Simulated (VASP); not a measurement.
# Lu (Pm-3m) in VASP: single point with PBE

Aim: the single point of Lu with PBE.

Everything below comes from runs of VASP 6.6.1. Logs are shortened: lines on timing, memory, paths and dates and some standing lists are left out, and cuts for length are marked.

**1. The cell of the first run**

Symmetry: Pm-3m, No. 221, cubic system. The conventional cell has a = 3.207 Å, b = 3.207 Å, c = 3.207 Å, α = 90.00°, β = 90.00°, γ = 90.00°. Lu (site symmetry m-3m) has 6 Lu at 3.21 Å within 4.2 Å.

This isn't the form of Lu at room conditions, which is hcp.

**2. Single point, PBE (32.99 Å³/atom)**

POSCAR reads:

```
Lu
1.0
    3.2070821620      0.0000000000      0.0000000000
    0.0000000000      3.2070821620      0.0000000000
    0.0000000000      0.0000000000      3.2070821620
Lu
1
Direct
    0.0000000000      0.0000000000      0.0000000000
```

INCAR.step1 reads:

```
PREC     = Accurate       # precision mode
ENCUT    = 520            # plane-wave cutoff, eV
EDIFF    = 1E-6           # SCF threshold, eV
ISMEAR   = -1             # smearing method
SIGMA    = 0.1            # smearing width, eV
LREAL    = False          # projectors in reciprocal space
LASPH    = True           # aspherical terms in the spheres
NELM     = 60             # most SCF steps
ALGO     = Normal         # electronic algorithm
ISIF     = 2              # what is computed and relaxed
LWAVE    = False          # write WAVECAR
LCHARG   = True           # write CHGCAR
GGA      = PE             # functional
NBANDS   = 18             # bands
```

KPOINTS.step1 reads:

```
Automatic mesh
0
Gamma
  12 12 12
```

INCAR.step2 reads:

```
PREC     = Accurate       # precision mode
ENCUT    = 520            # plane-wave cutoff, eV
EDIFF    = 1E-6           # SCF threshold, eV
ISMEAR   = -5             # smearing method
SIGMA    = 0.1            # smearing width, eV
LREAL    = False          # projectors in reciprocal space
LASPH    = True           # aspherical terms in the spheres
NELM     = 60             # most SCF steps
ALGO     = Normal         # electronic algorithm
ISIF     = 2              # what is computed and relaxed
LWAVE    = False          # write WAVECAR
LCHARG   = False          # write CHGCAR
GGA      = PE             # functional
LORBIT   = 11             # projections on sites
NEDOS    = 2001           # points of the DOS
ICHARG   = 11             # starting density
```

KPOINTS.step2 reads:

```
Automatic mesh
0
Gamma
  18 18 18
```

Potentials or basis: VASP PAW PBE potentials, release 64 (Lu).

Launch:

```
$ cat potpaw_PBE.64/Lu/POTCAR > POTCAR
$ cp INCAR.step1 INCAR
$ cp KPOINTS.step1 KPOINTS
$ mpirun -np 1 vasp_std > vasp.out
$ cp INCAR.step2 INCAR
$ cp KPOINTS.step2 KPOINTS
$ mpirun -np 1 vasp_std > vasp.out
```

OUTCAR:

```text
PREC = Accurate
   ENCUT = 520
   EDIFF = 1E-6
   ISMEAR = -5
   LREAL = False
   LASPH = True
   NELM = 60
   ISIF = 2
   GGA = PE
   LORBIT = 11
   ICHARG = 11

 ion  position               nearest neighbor table
   1  0.000  0.000  0.000-

  LATTYP: Found a simple cubic cell.
 ALAT       =     3.2070821620

  Lattice vectors:

 A1 = (   3.2070821620,   0.0000000000,   0.0000000000)
 A2 = (   0.0000000000,   3.2070821620,   0.0000000000)
 A3 = (   0.0000000000,   0.0000000000,   3.2070821620)

Analysis of symmetry for initial positions (statically):
=====================================================================
 Subroutine PRICEL returns:
 Original cell was already a primitive cell.

 Routine SETGRP: Setting up the symmetry group for a
 simple cubic supercell.

 Subroutine GETGRP returns: Found 48 space group operations
 (whereof 48 operations were pure point group operations)
 out of a pool of 48 trial point group operations.

The static configuration has the point symmetry O_h .

Analysis of symmetry for dynamics (positions and initial velocities):
=====================================================================
 Subroutine PRICEL returns:
 Original cell was already a primitive cell.

 Routine SETGRP: Setting up the symmetry group for a
 simple cubic supercell.

 Subroutine GETGRP returns: Found 48 space group operations
 (whereof 48 operations were pure point group operations)
 out of a pool of 48 trial point group operations.

The dynamic configuration has the point symmetry O_h .

 Subroutine INISYM returns: Found 48 space group operations
 (whereof 48 operations are pure point group operations),
 and found     1 'primitive' translations

----------------------------------------------------------------------------------------

                                     Primitive cell

  volume of cell :      32.9860

  direct lattice vectors                    reciprocal lattice vectors
     3.207082162  0.000000000  0.000000000     0.311809910  0.000000000  0.000000000
     0.000000000  3.207082162  0.000000000     0.000000000  0.311809910  0.000000000
     0.000000000  0.000000000  3.207082162     0.000000000  0.000000000  0.311809910

  length of vectors
     3.207082162  3.207082162  3.207082162     0.311809910  0.311809910  0.311809910

[... 79 lines left out ...]
   NELM   =     60;   NELMIN=  2; NELMDL=  0     # of ELM steps
   EDIFF  = 0.1E-05   stopping-criterion for ELM
   LREAL  =      F    real-space projection
   EDIFFG = 0.1E-04   stopping-criterion for IOM
   NSW    =      0    number of steps for IOM
   IBRION =     -1    ionic relax: 0-MD 1-quasi-New 2-CG
   NFREE  =      0    steps in history (QN), initial steepest desc. (CG)
   ISIF   =      2    stress and relaxation
   ISYM   =      2    0-nonsym 1-usesym 2-fastsym
   POTIM  = 0.5000    time-step for ionic-motion
   TEBEG  =    0.0;   TEEND  =   0.0 temperature during run
   PSTRESS=    0.0 pullay stress
   NELECT =      25.0000    total number of electrons
   NUPDOWN=      -1.0000    fix difference up-down
   EMIN   =  10.00;   EMAX   =-10.00  energy-range for DOS
   EFERMI =   0.00;   METHOD = LEGACY
   ISMEAR =    -5;   SIGMA  =   0.10  broadening in eV -4-tet -1-fermi 0-gaus
   EFERMI_NEDOS =   21; number of points for ismear=-14 and -15
   IALGO  =     38    algorithm
   IMIX   =      4    mixing-type and parameters
     AMIX     =   0.40;   BMIX     =  1.00
     AMIX_MAG =   1.60;   BMIX_MAG =  1.00
  volume/ion in A,a.u.               =      32.99       222.60
  Fermi-wavevector in a.u.,A,eV,Ry     =   1.492605  2.820614 30.311987  2.227868
  Thomas-Fermi vector in A             =   2.605111
   LORBIT       =     11    0 simple, 1 ext, 2 COOP (PROOUT), +10 PAW based schemes
   GGA     = PE    functional components
   LHFCALC =     F    Hartree Fock is set to
   AEXX    =    0.0000 exact exchange contribution
   IVDW    =     0    specifies the selected vdW correction
   LEPSILON=     F    determine dielectric tensor
   LRPA    =     F    only Hartree local field effects (RPA)
 non-spin polarized calculation
 Fermi weights with tetrahedron method with Bloechl corrections
  energy-cutoff  :      520.00
  volume of cell :       32.99
 maximum number of plane-waves:       912
 NGX is ok and might be reduce to    24

 number of electron      25.0000008 magnetization

 Free energy of the ion-electron system (eV)
  ---------------------------------------------------
  ext. energy  EPLUGINS =         0.00000000
  ---------------------------------------------------
  free energy    TOTEN  =        -3.66686512 eV

  energy without entropy =       -3.66686512  energy(sigma->0) =       -3.66686512

 E-fermi :   1.7344     XC(G=0): -10.0365

 val. band max:        1.7351192908   @ k =   0.1111   0.1111   0.1111
 cond. band min:       1.7323248266   @ k =   0.1667   0.0556   0.0000
 fundamental gap:     -0.0027944642
 Fermi energy:         1.7343732629

 k-point     1 :       0.0000    0.0000    0.0000
  band No.  band energies     occupation
      1     -55.0059      2.00000
      2     -25.4170      2.00000
      3     -25.4170      2.00000
      4     -25.4170      2.00000
      5      -3.9156      2.00000
      6      -3.7169      2.00000
[... 433 lines left out ...]
      3     -25.4445      2.00000
      4     -25.3776      2.00000
      5      -3.7512      2.00000
      6      -3.7380      2.00000
[... 8 lines left out ...]
     15       5.0440      0.00000
     16       5.4943      0.00000

 [... further k-points ...]

------------------------ aborting loop because EDIFF is reached ----------------------------------------

  FORCE on cell =-STRESS in cart. coord.  units (eV):
  Direction    XX          YY          ZZ          XY          YZ          ZX
  --------------------------------------------------------------------------------------
  -------------------------------------------------------------------------------------
  Total       -0.5438644     -0.5438644     -0.5438644      0.0000000     -0.0000000     -0.0000000
  in kB      -26.4162351    -26.4162351    -26.4162351      0.0000000     -0.0000000     -0.0000000
  external PRESSURE =     -26.4162351 kB  Pullay stress =       0.0000000 kB

 VOLUME and BASIS-vectors are now :
 -----------------------------------------------------------------------------
  energy-cutoff  :      520.00
  volume of cell :       32.99
      direct lattice vectors                 reciprocal lattice vectors
     3.207082162  0.000000000  0.000000000     0.311809910  0.000000000  0.000000000
     0.000000000  3.207082162  0.000000000     0.000000000  0.311809910  0.000000000
     0.000000000  0.000000000  3.207082162     0.000000000  0.000000000  0.311809910

 POSITION                                       TOTAL-FORCE (eV/Angst)
 -----------------------------------------------------------------------------------
      0.00000      0.00000      0.00000         0.000000      0.000000      0.000000
 -----------------------------------------------------------------------------------
    total drift:                                0.000000     -0.000000      0.000000

  FREE ENERGIE OF THE ION-ELECTRON SYSTEM (eV)
  ---------------------------------------------------
  free  energy   TOTEN  =        -3.6668651233 eV

  energy  without entropy=       -3.6668651233  energy(sigma->0) =       -3.66686512

 total charge

# of ion       s       p       d       f       tot
--------------------------------------------------
    1        2.403   6.020   0.766  13.955  23.144
```

Wall time 27 s (1 thread of Intel Xeon 6975P-C (Granite Rapids), shared host); peak memory 0.24 GiB.

Results:

* Valence electrons inside the program's atomic spheres: Lu 23.14

Levels at points of the mesh, in eV from the Fermi level:
| k point | band 11 | band 12 | band 13 | band 14 | band 15 | band 16 |
| --- | --- | --- | --- | --- | --- | --- |
| (0.00, 0.00, 0.00) | -5.42 | -5.39 | -0.40 | -0.40 | 5.96 | 5.96 |
| (0.50, 0.00, 0.00) | -5.38 | -2.71 | -0.41 | 0.36 | 3.21 | 3.21 |
| (0.50, 0.50, 0.00) | -5.37 | -1.74 | -0.21 | 3.21 | 3.21 | 3.81 |
| (0.50, 0.50, 0.50) | -5.39 | -0.40 | -0.40 | -0.40 | 6.11 | 7.44 |

Caveat: spin-orbit coupling is left out, which moves the levels of the heavy elements; tetrahedron occupations give inexact forces and stress in metals.
